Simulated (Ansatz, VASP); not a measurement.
One calculation of WS2, two programs

```xyz
6
Lattice="3.1816 0.0000 0.0000 -1.5908 2.7554 0.0000 0.0000 0.0000 13.5901" Properties=species:S:1:pos:R:3 pbc="T T T"
W     0.0000    1.8369    3.3975
W     1.5908    0.9185   10.1926
S     0.0000    1.8369    8.6325
S     1.5908    0.9185    1.8375
S     0.0000    1.8369   11.7526
S     1.5908    0.9185    4.9576
```

Change from the starting cell: strain along c alone, the other axes held, atoms relaxed: +4.0 %.

Alike in both runs: functional r2SCAN; k mesh 12 × 12 × 2; occupations gaussian, width 0.02 eV; no spin polarisation.

Ansatz relaxed the structure, and its values are those at the end. VASP's run is a single point on that final structure, the one shown.

|  | VASP | Ansatz |
| --- | --- | --- |
| version | VASP 6.6.1 | Ansatz 0.2.0 |
| potentials or method | VASP PAW PBE potentials, release 64 (W_sv, S), cutoff 520 eV | scalar-relativistic, plane waves, PAW |
| valence electrons in the cell | 52 | 52 |

```csv
,VASP,Ansatz,Ansatz less VASP
gap on the k mesh at the Fermi level (eV),1.51,1.49,-0.018
least direct gap on the mesh (eV),1.90,1.89,-0.004
pressure (GPa),0.0,-0.2,-0.17
rms of the force components (eV/Å),0.013,0.003,-0.0102
```

VASP's potentials were made for PBE, not for r2SCAN. With one functional, cell and mesh, what is left measures potentials, basis and numerics. Ansatz's warnings: stress scf threshold loose.

Neither program's run includes spin-orbit coupling.
